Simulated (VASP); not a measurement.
# Li3SeF (P4mm) in VASP: notebook

Li3SeF is run at these levels: PBE; tasks: single point, relaxation of cell and atoms.

Program: VASP 6.6.1. These are calculated values, not measurements. Logs are shortened: lines on timing, memory, paths and dates and some standing lists are left out, and cuts for length are marked.

**1. The cell of the first run**

It takes space group P4mm (No. 99, tetragonal). The conventional cell has a = 4.281 Å, b = 4.281 Å, c = 4.202 Å, α = 90.00°, β = 90.00°, γ = 90.00°. Within 2.9 Å of Li (site symmetry 2mm) lie 2 F at 2.17 Å and 2 Se at 2.57 Å and 2 Li at 2.80 Å. Within 2.7 Å of Li (site symmetry 4mm) lie 2 F at 2.05 to 2.15 Å. Se (site symmetry 4mm) has 8 Li at 2.57 to 3.05 Å within 3.4 Å. F (site symmetry 4mm) has 6 Li at 2.05 to 2.17 Å within 2.7 Å.

**2. Single point, PBE**

Input file INCAR:

```
SYSTEM = Li3SeF
ALGO     = Normal         ! electronic algorithm
EDIFF    = 1E-6           ! SCF threshold, eV
ENCUT    = 520            ! plane-wave cutoff, eV
GGA      = PE             ! functional
ISIF     = 2              ! what is computed and relaxed
ISMEAR   = 0              ! smearing method
LASPH    = .TRUE.         ! aspherical terms in the spheres
LCHARG   = .FALSE.        ! write CHGCAR
LREAL    = .FALSE.        ! projectors in reciprocal space
LWAVE    = .FALSE.        ! write WAVECAR
NBANDS   = 19             ! bands
NELM     = 60             ! most SCF steps
PREC     = Accurate       ! precision mode
SIGMA    = 0.1            ! smearing width, eV
```

Input file KPOINTS:

```
k-points
0
G
  4 4 4
  0 0 0
```

Input file POSCAR:

```
Li3SeF
1.0
    4.2812138900      0.0000000000      0.0000000000
    0.0000000000      4.2812138900      0.0000000000
    0.0000000000      0.0000000000      4.2020493900
Li Se F
3 1 1
Direct
    0.5000000000      0.0000000000      0.4369178400
    0.5000000000      0.5000000000      0.0073604700
    0.0000000000      0.5000000000      0.4369178400
    0.0000000000      0.0000000000      0.0987114500
    0.5000000000      0.5000000000      0.5200924100
```

Potentials or basis: VASP PAW PBE potentials, release 64 (Li_sv, Se, F).

The run is started by

```
$ cat potpaw_PBE.64/Li_sv/POTCAR potpaw_PBE.64/Se/POTCAR potpaw_PBE.64/F/POTCAR > POTCAR
$ mpirun -np 1 vasp_std > vasp.out
```

OUTCAR:

```text
SYSTEM = Li3SeF
   EDIFF = 1E-6
   ENCUT = 520
   GGA = PE
   ISIF = 2
   ISMEAR = 0
   LASPH = .TRUE.
   LREAL = .FALSE.
   NELM = 60
   PREC = Accurate

 ion  position               nearest neighbor table
   1  0.500  0.000  0.437-   5 2.17   5 2.17   4 2.57   4 2.57
   2  0.500  0.500  0.007-   5 2.05   5 2.15
   3  0.000  0.500  0.437-   5 2.17   5 2.17   4 2.57   4 2.57
   4  0.000  0.000  0.099-   1 2.57   3 2.57   3 2.57   1 2.57
   5  0.500  0.500  0.520-   2 2.05   2 2.15   3 2.17   1 2.17   1 2.17   3 2.17

  LATTYP: Found a simple tetragonal cell.
 ALAT       =     4.2812138900
 C/A-ratio  =     0.9815088659

  Lattice vectors:

 A1 = (   4.2812138900,   0.0000000000,   0.0000000000)
 A2 = (   0.0000000000,   4.2812138900,   0.0000000000)
 A3 = (   0.0000000000,   0.0000000000,   4.2020493900)

Analysis of symmetry for initial positions (statically):
=====================================================================
 Subroutine PRICEL returns:
 Original cell was already a primitive cell.

 Routine SETGRP: Setting up the symmetry group for a
 simple tetragonal supercell.

 Subroutine GETGRP returns: Found  8 space group operations
 (whereof  8 operations were pure point group operations)
 out of a pool of 16 trial point group operations.

The static configuration has the point symmetry C_4v.

Analysis of symmetry for dynamics (positions and initial velocities):
=====================================================================
 Subroutine PRICEL returns:
 Original cell was already a primitive cell.

 Routine SETGRP: Setting up the symmetry group for a
 simple tetragonal supercell.

 Subroutine GETGRP returns: Found  8 space group operations
 (whereof  8 operations were pure point group operations)
 out of a pool of 16 trial point group operations.

The dynamic configuration has the point symmetry C_4v.

 Subroutine INISYM returns: Found  8 space group operations
 (whereof  8 operations are pure point group operations),
 and found     1 'primitive' translations

----------------------------------------------------------------------------------------

                                     Primitive cell

  volume of cell :      77.0185

  direct lattice vectors                    reciprocal lattice vectors
     4.281213890  0.000000000  0.000000000     0.233578612  0.000000000  0.000000000
     0.000000000  4.281213890  0.000000000     0.000000000  0.233578612  0.000000000
     0.000000000  0.000000000  4.202049390     0.000000000  0.000000000  0.237979116

  length of vectors
     4.281213890  4.281213890  4.202049390     0.233578612  0.233578612  0.237979116

  position of ions in fractional coordinates (direct lattice)
     0.500000000  0.000000000  0.436917840
     0.500000000  0.500000000  0.007360470
     0.000000000  0.500000000  0.436917840
     0.000000000  0.000000000  0.098711450
     0.500000000  0.500000000  0.520092410

  ion indices of the primitive-cell ions
   primitive index   ion index
                 1           1
                 2           2
                 3           3
                 4           4
                 5           5

----------------------------------------------------------------------------------------

 KPOINTS: k-points

Automatic generation of k-mesh.
 Grid dimensions read from file:
 generate k-points for:    4    4    4

 Generating k-lattice:

  Cartesian coordinates                     Fractional coordinates (reciprocal lattice)
     0.058394653  0.000000000  0.000000000     0.250000000  0.000000000  0.000000000
     0.000000000  0.058394653  0.000000000     0.000000000  0.250000000  0.000000000
     0.000000000  0.000000000  0.059494779     0.000000000  0.000000000  0.250000000

  Length of vectors
     0.058394653  0.058394653  0.059494779

  Shift w.r.t. Gamma in fractional coordinates (k-lattice)
     0.000000000  0.000000000  0.000000000

 Subroutine IBZKPT returns following result:
 ===========================================

 Found     18 irreducible k-points:

 Following reciprocal coordinates:
            Coordinates               Weight
  0.000000  0.000000  0.000000      1.000000
  0.250000  0.000000  0.000000      4.000000
  0.500000  0.000000  0.000000      2.000000
  0.250000  0.250000  0.000000      4.000000
  0.500000  0.250000  0.000000      4.000000
  0.500000  0.500000  0.000000      1.000000
[... 10 lines left out ...]
  0.500000  0.250000  0.500000      4.000000
  0.500000  0.500000  0.500000      1.000000
   k-points           NKPTS =     18   k-points in BZ     NKDIM =     18   number of bands    NBANDS=     19
   number of dos      NEDOS =    301   number of ions     NIONS =      5
   total plane-waves  NPLWV =  32768
   dimension x,y,z NGX =    32 NGY =   32 NGZ =   32
   dimension x,y,z NGXF=    64 NGYF=   64 NGZF=   64
   ions per type =               3   1   1
   NGX,Y,Z   is equivalent  to a cutoff of  12.43, 12.43, 12.66 a.u.
   NGXF,Y,Z  is equivalent  to a cutoff of  24.85, 24.85, 25.32 a.u.
 SYSTEM =  Li3SeF
   PREC   = accura    normal or accurate (medium, high low for compatibility)
   ISTART =      0    job   : 0-new  1-cont  2-samecut
   ICHARG =      2    charge: 1-file 2-atom 10-const
   ISPIN  =      1    spin polarized calculation?
   LNONCOLLINEAR =      F non collinear calculations
   LSORBIT =      F    spin-orbit coupling
   LASPH  =      T    aspherical Exc in radial PAW
   ENCUT  =  520.0 eV  38.22 Ry    6.18 a.u.   7.96  7.96  7.81*2*pi/ulx,y,z
   NELM   =     60;   NELMIN=  2; NELMDL= -5     # of ELM steps
   EDIFF  = 0.1E-05   stopping-criterion for ELM
   LREAL  =      F    real-space projection
   EDIFFG = 0.1E-04   stopping-criterion for IOM
   NSW    =      0    number of steps for IOM
   IBRION =     -1    ionic relax: 0-MD 1-quasi-New 2-CG
   NFREE  =      0    steps in history (QN), initial steepest desc. (CG)
   ISIF   =      2    stress and relaxation
   ISYM   =      2    0-nonsym 1-usesym 2-fastsym
   POTIM  = 0.5000    time-step for ionic-motion
   TEBEG  =    0.0;   TEEND  =   0.0 temperature during run
   PSTRESS=    0.0 pullay stress
   NELECT =      22.0000    total number of electrons
   NUPDOWN=      -1.0000    fix difference up-down
   EMIN   =  10.00;   EMAX   =-10.00  energy-range for DOS
   EFERMI =   0.00;   METHOD = LEGACY
   ISMEAR =     0;   SIGMA  =   0.10  broadening in eV -4-tet -1-fermi 0-gaus
   EFERMI_NEDOS =   21; number of points for ismear=-14 and -15
   IALGO  =     38    algorithm
   IMIX   =      4    mixing-type and parameters
     AMIX     =   0.40;   BMIX     =  1.00
     AMIX_MAG =   1.60;   BMIX_MAG =  1.00
  volume/ion in A,a.u.               =      15.40       103.95
  Fermi-wavevector in a.u.,A,eV,Ry     =   1.078162  2.037431 15.815868  1.162433
  Thomas-Fermi vector in A             =   2.214093
   LORBIT       =      0    0 simple, 1 ext, 2 COOP (PROOUT), +10 PAW based schemes
   GGA     = PE    functional components
   LHFCALC =     F    Hartree Fock is set to
   AEXX    =    0.0000 exact exchange contribution
   IVDW    =     0    specifies the selected vdW correction
   LEPSILON=     F    determine dielectric tensor
   LRPA    =     F    only Hartree local field effects (RPA)
 non-spin polarized calculation
 Gauss-broadening in eV      SIGMA  =   0.10
  energy-cutoff  :      520.00
  volume of cell :       77.02
 maximum number of plane-waves:      2100
 NGX is ok and might be reduce to    32
   NGX = 15   NGY = 15   NGZ = 15

 number of electron      21.9999966 magnetization

 Free energy of the ion-electron system (eV)
  ---------------------------------------------------
  ext. energy  EPLUGINS =         0.00000000
  ---------------------------------------------------
  free energy    TOTEN  =       -20.07056258 eV

  energy without entropy =      -20.07056258  energy(sigma->0) =      -20.07056258

 E-fermi :   1.7282     XC(G=0):  -8.3809

 val. band max:        1.2869733265   @ k =   0.5000   0.5000   0.0000
 cond. band min:       4.1246953721   @ k =   0.0000   0.0000   0.0000
 fundamental gap:      2.8377220455
 Fermi energy:         1.7281629910

 k-point     1 :       0.0000    0.0000    0.0000
  band No.  band energies     occupation
      1     -44.5386      2.00000
      2     -44.0267      2.00000
      3     -44.0118      2.00000
      4     -21.9855      2.00000
      5      -9.8554      2.00000
      6      -3.9601      2.00000
[... 11 lines left out ...]
     18      10.8856      0.00000
     19      11.4031      0.00000

 k-point     2 :       0.2500    0.0000    0.0000
  band No.  band energies     occupation
      1     -44.5385      2.00000
      2     -44.0245      2.00000
      3     -44.0139      2.00000
      4     -21.9901      2.00000
      5      -9.8108      2.00000
      6      -3.9651      2.00000
[... 11 lines left out ...]
     18      10.9354      0.00000
     19      11.0612      0.00000

 k-point     3 :       0.5000    0.0000    0.0000
  band No.  band energies     occupation
      1     -44.5384      2.00000
      2     -44.0192      2.00000
      3     -44.0192      2.00000
      4     -21.9950      2.00000
      5      -9.7648      2.00000
      6      -3.9395      2.00000
[... 11 lines left out ...]
     18      11.0026      0.00000
     19      11.7925      0.00000

 k-point     4 :       0.2500    0.2500    0.0000
  band No.  band energies     occupation
      1     -44.5384      2.00000
      2     -44.0229      2.00000
      3     -44.0154      2.00000
      4     -21.9950      2.00000
      5      -9.7512      2.00000
      6      -3.9429      2.00000
[... 275 lines left out ...]
     18      11.2413      0.00000
     19      11.6601      0.00000

 k-point    17 :       0.5000    0.2500    0.5000
  band No.  band energies     occupation
      1     -44.5377      2.00000
      2     -44.0191      2.00000
      3     -44.0190      2.00000
      4     -22.0157      2.00000
      5      -9.5075      2.00000
      6      -3.8900      2.00000
[... 11 lines left out ...]
     18      10.9753      0.00000
     19      13.1611      0.00000

 k-point    18 :       0.5000    0.5000    0.5000
  band No.  band energies     occupation
      1     -44.5376      2.00000
      2     -44.0189      2.00000
      3     -44.0189      2.00000
      4     -22.0207      2.00000
      5      -9.4298      2.00000
      6      -3.8058      2.00000
[... 11 lines left out ...]
     18      11.0274      0.00000
     19      13.7472      0.00000

------------------------ aborting loop because EDIFF is reached ----------------------------------------

  FORCE on cell =-STRESS in cart. coord.  units (eV):
  Direction    XX          YY          ZZ          XY          YZ          ZX
  --------------------------------------------------------------------------------------
  -------------------------------------------------------------------------------------
  Total       -2.1967635     -2.1967635     -0.8824476      0.0000000      0.0000000      0.0000000
  in kB      -45.6981770    -45.6981770    -18.3571191      0.0000000      0.0000000      0.0000000
  external PRESSURE =     -36.5844911 kB  Pullay stress =       0.0000000 kB

 VOLUME and BASIS-vectors are now :
 -----------------------------------------------------------------------------
  energy-cutoff  :      520.00
  volume of cell :       77.02
      direct lattice vectors                 reciprocal lattice vectors
     4.281213890  0.000000000  0.000000000     0.233578612  0.000000000  0.000000000
     0.000000000  4.281213890  0.000000000     0.000000000  0.233578612  0.000000000
     0.000000000  0.000000000  4.202049390     0.000000000  0.000000000  0.237979116

 POSITION                                       TOTAL-FORCE (eV/Angst)
 -----------------------------------------------------------------------------------
      2.14061      0.00000      1.83595         0.000000     -0.000000      0.354876
      2.14061      2.14061      0.03093         0.000000      0.000000     -0.237601
      0.00000      2.14061      1.83595         0.000000      0.000000      0.354876
      0.00000      0.00000      0.41479         0.000000     -0.000000     -0.492188
      2.14061      2.14061      2.18545         0.000000      0.000000      0.020037
 -----------------------------------------------------------------------------------
    total drift:                                0.000000     -0.000000     -0.000616

  FREE ENERGIE OF THE ION-ELECTRON SYSTEM (eV)
  ---------------------------------------------------
  free  energy   TOTEN  =       -20.0705625770 eV

  energy  without entropy=      -20.0705625770  energy(sigma->0) =      -20.07056258
```

Wall time 22 s (1 thread of Intel Xeon Platinum 8259CL at 2.50GHz (Skylake/Cascade Lake), shared host); peak memory 0.18 GiB.

What came out:

- Free energy: -20.0706 eV
- Largest force: 0.492 eV/Å
- Band gap on the k mesh: 2.84 eV, indirect (least direct gap 2.98 eV)

Forces on the atoms (eV/Å):
```
Li   0.000  0.000  0.355
Li   0.000  0.000 -0.238
Li   0.000  0.000  0.355
Se   0.000  0.000 -0.492
F    0.000  0.000  0.020
```

Levels at points of the mesh, in eV from the valence-band top:
```csv
k point,band 7,band 8,band 9,band 10,band 11,band 12,band 13,band 14,band 15,band 16
"(0.00, 0.00, 0.00)",-5.16,-5.16,-0.73,-0.73,-0.14,2.84,4.92,5.54,8.80,8.80
"(0.50, 0.00, 0.00)",-5.07,-4.95,-2.36,-0.64,-0.11,4.35,5.20,6.10,6.13,7.78
"(0.50, 0.50, 0.00)",-5.17,-5.17,-1.79,-1.79,0.00,3.52,5.09,6.67,6.67,9.76
"(0.00, 0.00, 0.50)",-5.07,-5.06,-2.06,-0.62,-0.62,4.18,5.30,6.65,6.68,6.68
"(0.50, 0.00, 0.50)",-5.11,-5.01,-1.80,-1.56,-0.32,3.89,3.98,6.00,6.85,8.62
"(0.50, 0.50, 0.50)",-4.98,-4.98,-2.05,-2.05,-1.82,4.87,5.47,5.47,6.88,9.43
```

Caveat: the cutoff is under 1.25 times the usual one of these potentials, so pressure, stress and relaxed cells hold a basis-set (Pulay) error. Expect the measured gap to be larger: semilocal functionals such as PBE lack the derivative discontinuity.

**3. Relaxation of cell and atoms, PBE**

Input file INCAR:

```
ALGO = Normal
EDIFF = 1E-6
EDIFFG = -0.04
ENCUT = 600
GGA = PE
IBRION = 2
ISIF = 3
ISMEAR = 0
LASPH = T
LCHARG = F
LREAL = F
LWAVE = F
NELM = 80
NSW = 90
PREC = Accurate
SIGMA = 0.1
```

Input file KPOINTS:

```
k-points
0
Gamma
  4 4 4
```

POSCAR is that of step 2.

Potentials or basis: VASP PAW PBE potentials, release 64 (Li_sv, Se, F).

The run is started by

```
$ cat potpaw_PBE.64/Li_sv/POTCAR potpaw_PBE.64/Se/POTCAR potpaw_PBE.64/F/POTCAR > POTCAR
$ mpirun -np 1 vasp_std > vasp.out
```

It took 3.2 min on 1 thread of Intel Xeon Platinum 8259CL at 2.50GHz (Skylake/Cascade Lake), shared host; peak memory 0.23 GiB.

It converged, with:

| Item | Value |
| --- | --- |
| Free energy | -20.5010 eV |
| Relaxed volume | 12.76 Å³/atom |
| Relaxed cell | a = 3.997 Å, b = 3.997 Å, c = 3.994 Å, α = 90.00°, β = 90.00°, γ = 90.00° |
| Space group after relaxing (to 0.05 Å) | Pm-3m (No. 221) |
| Energy gained by relaxing | 85.9 meV/atom |
| Ionic steps | 13 |
| Pressure after relaxing | -0.2 GPa |
| Largest force after relaxing | 0.011 eV/Å |
| Band gap on the k mesh | 3.74 eV, indirect (least direct gap 4.04 eV) |

Forces in eV/Å, atoms in the order of the input:
```
Li   0.000  0.000  0.008
Li   0.000  0.000 -0.011
Li   0.000  0.000  0.008
Se   0.000  0.000 -0.003
F    0.000  0.000 -0.003
```

Step by step:
| step | energy change (eV) | largest force (eV/Å) | pressure (GPa) | volume (Å³) |
| --- | --- | --- | --- | --- |
| 1 | 0.0000 | 0.4908 | -3.74 | 77.02 |
| 2 | -0.1169 | 0.6090 | -2.54 | 73.07 |
| 3 | -0.2361 | 0.8287 | 0.72 | 66.18 |
| 4 | -0.2410 | 0.8996 | 2.21 | 63.97 |
| 5 | -0.3270 | 0.5304 | 1.87 | 63.09 |
| 6 | -0.3577 | 0.2020 | 1.97 | 62.20 |
| 7 | -0.3881 | 0.1327 | -0.23 | 64.66 |
| 8 | -0.3895 | 0.1312 | -0.74 | 65.35 |
| 9 | -0.4011 | 0.1311 | -0.62 | 64.90 |
| 10 | -0.4168 | 0.1466 | 0.15 | 63.50 |
| 11 | -0.4249 | 0.0818 | 0.20 | 63.30 |
| 12 | -0.4260 | 0.0816 | 0.27 | 63.19 |
| 13 | -0.4296 | 0.0108 | -0.23 | 63.80 |

Final structure:
```xyz
5
Lattice="3.9968 0.0000 0.0000 0.0000 3.9968 0.0000 0.0000 0.0000 3.9938" Properties=species:S:1:pos:R:3 pbc="T T T"
Li    1.9984    0.0000    1.9930
Li    1.9984    1.9984    0.0024
Li    3.9968    1.9984    1.9930
Se    0.0000    0.0000    0.0033
F     1.9984    1.9984    1.9990
```

Levels at points of the mesh, in eV from the valence-band top:
```tsv
k point	band 9	band 10	band 11	band 12	band 13	band 14
(0.00, 0.00, 0.00)	-0.67	-0.67	-0.66	3.74	5.58	5.59
(0.50, 0.00, 0.00)	-2.88	-0.52	-0.52	4.90	5.11	6.60
(0.50, 0.50, 0.00)	-2.19	-2.19	0.00	4.04	4.07	6.39
(0.00, 0.00, 0.50)	-2.88	-0.52	-0.52	4.89	5.10	6.60
(0.50, 0.00, 0.50)	-2.19	-2.19	0.00	4.04	4.06	6.38
(0.50, 0.50, 0.50)	-2.71	-2.71	-2.71	6.16	6.16	6.16
```

Caveat: the cutoff is under 1.25 times the usual one of these potentials, so pressure, stress and relaxed cells hold a basis-set (Pulay) error; the volume moved by over 15 % at a fixed basis, so the end points are rough.
